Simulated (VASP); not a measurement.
Input of a VASP 6.6.1 run:

INCAR

```
SYSTEM = Li2S
  PREC = Accurate
  ENCUT = 750
  EDIFF = 1E-6
  ISMEAR = 0
  SIGMA = 0.05
  LREAL = .False.
  LASPH = .True.
  NELM = 120
  ALGO = Normal
  ISIF = 2
  LWAVE = .False.
  LCHARG = .False.
  GGA = CA
  NBANDS = 13
  GGA_COMPAT = .False.
```

The input KPOINTS:

```
Automatic mesh
0
Gamma
  8 8 8
  0 0 0
```

Contents of POSCAR:

```
Li2S
1.0
    0.0000000000      2.8540000000      2.8540000000
    2.8540000000      0.0000000000      2.8540000000
    2.8540000000      2.8540000000      0.0000000000
Li S
2 1
Direct
    0.2500000000      0.2500000000      0.2500000000
    0.7500000000      0.7500000000      0.7500000000
    0.0000000000      0.0000000000      0.0000000000
```

Potentials or basis: VASP PAW LDA potentials, release 64 (Li_sv, S).

The run is started by

```sh
$ cat potpaw_LDA.64/Li_sv/POTCAR potpaw_LDA.64/S/POTCAR > POTCAR
$ mpirun -np 1 vasp_std > vasp.out
```

(1) Predict the pressure.

(2) Estimate the band gap on the k mesh.

Results:

(1) -3.1 GPa.

(2) 3.17 eV, indirect (least direct gap 4.04 eV).
